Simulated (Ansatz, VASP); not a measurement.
**CaO in VASP and in Ansatz**

```
Ca O
1.0
     0.00000    2.40356    2.40356
     2.40356    0.00000    2.40356
     2.40356    2.40356    0.00000
Ca O
1 1
Cartesian
  0.0000 0.0000 0.0000
  2.4036 2.4036 2.4036
```

Alike in both runs: task single point; functional PBE; k mesh 10 × 10 × 10; occupations gaussian, width 0.017 eV; no spin polarisation.

```csv
,VASP,Ansatz
version,VASP 6.6.1,Ansatz 0.2.0
potentials or method,"VASP PAW PBE potentials, release 64 (Ca_sv, O), cutoff 520 eV","all-electron LAPW, scalar-relativistic"
```

```tsv
	VASP	Ansatz	Ansatz less VASP
gap on the k mesh at the Fermi level (eV)	3.64	3.65	+0.017
least direct gap on the mesh (eV)	4.01	4.03	+0.016
pressure (GPa)	2.2	1.6	-0.57
```

Ansatz ran all-electron here, and VASP with PAW potentials.
